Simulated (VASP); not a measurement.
# Se (P3_121) in VASP: vibrations by perturbation theory with LDA

Aim: the vibrations by perturbation theory of Se with LDA.

Program: VASP 6.6.1. These are calculated values, not measurements. Logs are shortened: lines on timing, memory, paths and dates and some standing lists are left out, and cuts for length are marked.

## Step 1: The cell of the first run

It takes space group P3_121 (No. 152, trigonal). The conventional cell has a = 4.506 Å, b = 4.506 Å, c = 4.989 Å, α = 90.00°, β = 90.00°, γ = 120.00°. Within 3.1 Å of Se (site symmetry 2) lie 2 Se at 2.38 Å.

## Step 2: Vibrations by perturbation theory, LDA

Contents of INCAR:

```
SYSTEM = Se
PREC     = Accurate       ! precision mode
ENCUT    = 520            ! plane-wave cutoff, eV
EDIFF    = 1E-8           ! SCF threshold, eV
ISMEAR   = 0              ! smearing method
SIGMA    = 0.01           ! smearing width, eV
LREAL    = .False.        ! projectors in reciprocal space
LASPH    = .True.         ! aspherical terms in the spheres
NELM     = 60             ! most SCF steps
ALGO     = Normal         ! electronic algorithm
ISIF     = 2              ! what is computed and relaxed
LWAVE    = .False.        ! write WAVECAR
LCHARG   = .False.        ! write CHGCAR
NBANDS   = 16             ! bands
IBRION   = 8              ! ionic algorithm
NSW      = 1              ! ionic steps
LEPSILON = .True.         ! dielectric tensor by DFPT
```

Contents of KPOINTS:

```
Automatic mesh
0
Gamma
  9 9 6
  0 0 0
```

Contents of POSCAR:

```
Se
1.0
    4.5056505517      0.0000000000      0.0000000000
   -2.2528252759      3.9020078384      0.0000000000
    0.0000000000      0.0000000000      4.9892844630
Se
3
Direct
    0.2184717602      0.0000000000      0.3333333333
    0.0000000000      0.2184717602      0.6666666667
    0.7815282398      0.7815282398      0.0000000000
```

Potentials or basis: VASP PAW LDA potentials, release 64 (Se).

On the command line:

```sh
$ cat potpaw_LDA.64/Se/POTCAR > POTCAR
$ mpirun -np 1 vasp_std > vasp.out
```

OUTCAR:

```text
SYSTEM = Se
   PREC = Accurate
   ENCUT = 520
   EDIFF = 1E-8
   ISMEAR = 0
   LREAL = .False.
   LASPH = .True.
   NELM = 60
   ISIF = 2
   IBRION = 8
   NSW = 1
   LEPSILON = .True.

 ion  position               nearest neighbor table
   1  0.218  0.000  0.333-   3 2.38   2 2.38
   2  0.000  0.218  0.667-   3 2.38   1 2.38
   3  0.782  0.782  0.000-   1 2.38   2 2.38

  LATTYP: Found a hexagonal cell.
 ALAT       =     4.5056505517
 C/A-ratio  =     1.1073394187

  Lattice vectors:

 A1 = (   4.5056505517,   0.0000000000,   0.0000000000)
 A2 = (  -2.2528252759,   3.9020078384,   0.0000000000)
 A3 = (   0.0000000000,   0.0000000000,   4.9892844630)

Analysis of symmetry for initial positions (statically):
=====================================================================
 Subroutine PRICEL returns:
 Original cell was already a primitive cell.

 Routine SETGRP: Setting up the symmetry group for a
 hexagonal supercell.

 Subroutine GETGRP returns: Found  6 space group operations
 (whereof  2 operations were pure point group operations)
 out of a pool of 24 trial point group operations.

The static configuration has the point symmetry C_2 .
 The point group associated with its full space group is D_3 .

Analysis of symmetry for dynamics (positions and initial velocities):
=====================================================================
 Subroutine PRICEL returns:
 Original cell was already a primitive cell.

 Routine SETGRP: Setting up the symmetry group for a
 hexagonal supercell.

 Subroutine GETGRP returns: Found  6 space group operations
 (whereof  2 operations were pure point group operations)
 out of a pool of 24 trial point group operations.

The dynamic configuration has the point symmetry C_2 .
 The point group associated with its full space group is D_3 .

[... 710 lines left out ...]
  x    -1.63841     1.63841    -0.00000    -0.00000     0.04006     0.00000
  y    -0.00000    -0.00000     0.00000     1.63841     0.00000    -0.04006
  z     0.00000     0.00000     0.00000    -0.00000     0.00000     0.00000

 PIEZOELECTRIC TENSOR (including local field effects)  for field in x, y, z        (C/m^2)
          XX          YY          ZZ          XY          YZ          ZX
  --------------------------------------------------------------------------------
  x    -0.29926     0.29926    -0.00000    -0.00000     0.00732     0.00000
  y    -0.00000    -0.00000     0.00000     0.29926     0.00000    -0.00732
  z     0.00000     0.00000     0.00000    -0.00000     0.00000     0.00000

 BORN EFFECTIVE CHARGES (including local field effects) (in |e|, cummulative output)
 ---------------------------------------------------------------------------------
 ion    1
    1     0.65485     0.00000    -0.00000
    2     0.00000    -0.65485     0.34375
    3    -0.00000     0.68800    -0.00000
 ion    2
    1    -0.32742    -0.56711    -0.29770
    2    -0.56711     0.32742    -0.17188
    3    -0.59582    -0.34400    -0.00000
 ion    3
    1    -0.32742     0.56711     0.29770
    2     0.56711     0.32742    -0.17188
    3     0.59582    -0.34400    -0.00000

 INTERNAL STRAIN TENSOR FOR ION    3 for displacements in x,y,z  (eV/Angst):
          X           Y           Z          XY          YZ          ZX
  --------------------------------------------------------------------------------
  x     6.53799     3.19286     5.68442     2.99008     1.91673     3.24817
  y     5.57344    11.28088     9.84571     1.54390    -3.40722     1.86735
  z     3.47097    -3.47097     0.00000     1.87666     9.58265     5.64284

 SECOND DERIVATIVES (NOT SYMMETRIZED)
 ------------------------------------
               1X          1Y          1Z          2X          2Y          2Z          3X          3Y          3Z
  1X    -7.517929    0.000000    0.000000    3.758965   -2.647990   -1.626874    3.758965    2.647990    1.626874
  1Y     0.000000   -2.932788   -1.878276   -1.323309    1.466394    0.939138    1.323309    1.466394    0.939138
  1Z     0.000000   -1.878461   -8.263786   -1.626601    0.939230    4.131893    1.626601    0.939230    4.131893
  2X     3.759159   -1.323197   -1.626754   -4.079073    1.985425    1.626634    0.319914   -0.662228    0.000120
  2Y    -2.647877    1.466199    0.939346    1.985425   -6.371644    0.939138    0.662453    4.905445   -1.878483
  2Z    -1.626698    0.939062    4.131893    1.626795    0.939230   -8.263786   -0.000097   -1.878293    4.131893
  3X     3.759159    1.323197    1.626754    0.319914    0.662228   -0.000120   -4.079073   -1.985425   -1.626634
  3Y     2.647877    1.466199    0.939346   -0.662453    4.905445   -1.878483   -1.985425   -6.371644    0.939138
  3Z     1.626698    0.939062    4.131893    0.000097   -1.878293    4.131893   -1.626795    0.939230   -8.263786

 Eigenvectors and eigenvalues of the dynamical matrix
 ----------------------------------------------------

   1 f  =    7.007201 THz    44.027541 2PiTHz  233.735060 cm-1    28.979441 meV
             X         Y         Z           dx          dy          dz
      0.984357  0.000000  1.663095    -0.577350    0.000000    0.000000
     -0.492179  0.852479  3.326190     0.288675   -0.500000    0.000000
      1.760647  3.049529  0.000000     0.288675    0.500000   -0.000000
[... 43 lines left out ...]
   9 f/i=    0.000204 THz     0.001279 2PiTHz    0.006791 cm-1     0.000842 meV
             X         Y         Z           dx          dy          dz
      0.984357  0.000000  1.663095    -0.000000    0.000046   -0.577350
     -0.492179  0.852479  3.326190    -0.000040   -0.000023   -0.577350
      1.760647  3.049529  0.000000     0.000040   -0.000023   -0.577350

--------------------------------------------------------------------------------------------------------

 MACROSCOPIC STATIC DIELECTRIC TENSOR IONIC CONTRIBUTION
 ------------------------------------------------------
           0.644104    -0.000000    -0.000000
          -0.000000     0.644104    -0.000000
           0.000000    -0.000000     1.390216
 ------------------------------------------------------

 ELASTIC MODULI CONTR FROM IONIC RELAXATION (kBar)
 Direction    XX          YY          ZZ          XY          YZ          ZX
 --------------------------------------------------------------------------------
 XX        -420.1596   -234.0003   -382.1376      0.0000   -132.2935      0.0000
 YY        -234.0003   -420.1596   -382.1376      0.0000    132.2935     -0.0000
 ZZ        -382.1376   -382.1376   -446.4632      0.0000     -0.0000      0.0000
 XY           0.0000      0.0000      0.0000    -93.7243     -0.0000   -128.6016
 YZ        -132.2935    132.2935     -0.0000     -0.0000   -291.0191      0.0000
 ZX           0.0000     -0.0000      0.0000   -128.6016      0.0000   -295.7484
 --------------------------------------------------------------------------------

 PIEZOELECTRIC TENSOR IONIC CONTR  for field in x, y, z        (C/m^2)
          XX          YY          ZZ          XY          YZ          ZX
  --------------------------------------------------------------------------------
  x    -0.14655     0.14655    -0.00000    -0.00000    -0.02129    -0.00000
  y    -0.00000     0.00000     0.00000     0.14655    -0.00000     0.00226
  z    -0.00000    -0.00000    -0.00000     0.02817     0.00000    -0.00000
```

OSZICAR:

```text
N       E                     dE             d eps       ncg     rms          rms(c)
DAV:   1     0.822187662985E+02    0.82219E+02   -0.70935E+03  1984   0.926E+02
DAV:   2    -0.662447688265E+01   -0.88843E+02   -0.84098E+02  2672   0.151E+02
DAV:   3    -0.123258102254E+02   -0.57013E+01   -0.56815E+01  2376   0.445E+01
[... 178 lines left out ...]
RMM:   7    -0.867908400207E-01   -0.52108E-06   -0.33205E-07 14553   0.748E-04    0.334E-04
RMM:   8    -0.867920749214E-01   -0.12349E-05    0.70880E-08 14485   0.288E-04    0.963E-05
RMM:   9    -0.867920984657E-01   -0.23544E-07    0.48353E-08 14612   0.737E-05    0.244E-05
RMM:  10    -0.867921436276E-01   -0.45162E-07   -0.35845E-09 14812   0.225E-05    0.742E-06
RMM:  11    -0.867921591925E-01   -0.15565E-07   -0.75635E-09 14705   0.123E-05    0.125E-06
RMM:  12    -0.867921559671E-01    0.32254E-08    0.19448E-09 12668   0.689E-06    0.713E-07
 Linear response finished
```

stdout:

```text
POSCAR found type information on POSCAR Se
 POSCAR found :  1 types and       3 ions
 scaLAPACK will be used
 LDA part: xc-table for (Slater(with rela. corr.)+CA(PZ))
 , standard interpolation
 POSCAR, INCAR and KPOINTS ok, starting setup
 FFT: planning ... GRIDC
 FFT: planning ... GRID_SOFT
 FFT: planning ... GRID
[... 29 lines left out ...]
 first order change of Fermi-energy   0.91922E+00
 force on displaced ion       1 direction 1 :  -7.518   0.000   0.000
 Born effective charge ion    1 direction 1 :   0.656   0.000   0.000
 Linear response progress:
 first order change of Fermi-energy   0.39993E-04
 force on displaced ion       1 direction 2 :  -0.007  -2.933  -1.878
 Born effective charge ion    1 direction 2 :   0.002  -0.656   0.688
 Linear response progress:
 first order change of Fermi-energy   0.10096E-03
 force on displaced ion       1 direction 3 :  -0.001  -1.878  -8.264
 Born effective charge ion    1 direction 3 :   0.001   0.344  -0.006
 Born effective charges drift removed
 Linear response finished
```

Run time: 54 min. Hardware: 1 thread of Intel Xeon 8259CL, shared host; peak memory 0.84 GiB.

What came out:

```
Electronic dielectric tensor (diagonal) : 8.39, 8.39, 13.62
Born charges (mean of the diagonal)     : Se +0.00 e
Highest phonon frequency at Γ           : 234 cm⁻¹
```

Phonon frequencies in cm⁻¹ (negative: imaginary):
```csv
q point,frequencies
"(0.000, 0.000, 0.000)",0 0 0 85 126 126 223 223 234
```

Electronic dielectric tensor:
```
 8.39  0.00  0.00
 0.00  8.39  0.00
 0.00  0.00 13.62
```

Born effective charge tensors (e):
atom 1, Se
```
 0.65  0.00  0.00
 0.00 -0.65  0.34
 0.00  0.69  0.00
```
atom 2, Se
```
-0.33 -0.57 -0.30
-0.57  0.33 -0.17
-0.60 -0.34  0.00
```
atom 3, Se
```
-0.33  0.57  0.30
 0.57  0.33 -0.17
 0.60 -0.34  0.00
```

Caveat: the cell stands under pressure or tension, which shifts response properties.
